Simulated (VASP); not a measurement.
Here is a VASP 6.6.1 calculation.

File INCAR:

```
PREC = Accurate
ENCUT = 520
EDIFF = 1E-6
ISMEAR = 0
SIGMA = 0.1
LREAL = False
LASPH = True
NELM = 100
ALGO = Fast
ISIF = 2
LWAVE = False
LCHARG = True
GGA = PE
LELF = True
LVHAR = True
NBANDS = 18
```

KPOINTS

```
regular mesh
0
Gamma
  12 12 8
```

POSCAR

```
RbHg
1.0
    4.6309360788      0.0000000000      0.0000000000
   -2.3154680394      4.0105082876      0.0000000000
    0.0000000000      0.0000000000      7.6445696488
Rb Hg
1 1
Direct
    0.0000000000      0.0000000000      0.5000000000
    0.0000000000      0.0000000000      0.0000000000
```

Potentials or basis: VASP PAW PBE potentials, release 64 (Rb_sv, Hg).

Command:

```bash
$ cat potpaw_PBE.64/Rb_sv/POTCAR potpaw_PBE.64/Hg/POTCAR > POTCAR
$ mpirun -np 1 vasp_std > vasp.out
```

Q: Estimate the pressure.

A: 0.0 GPa.
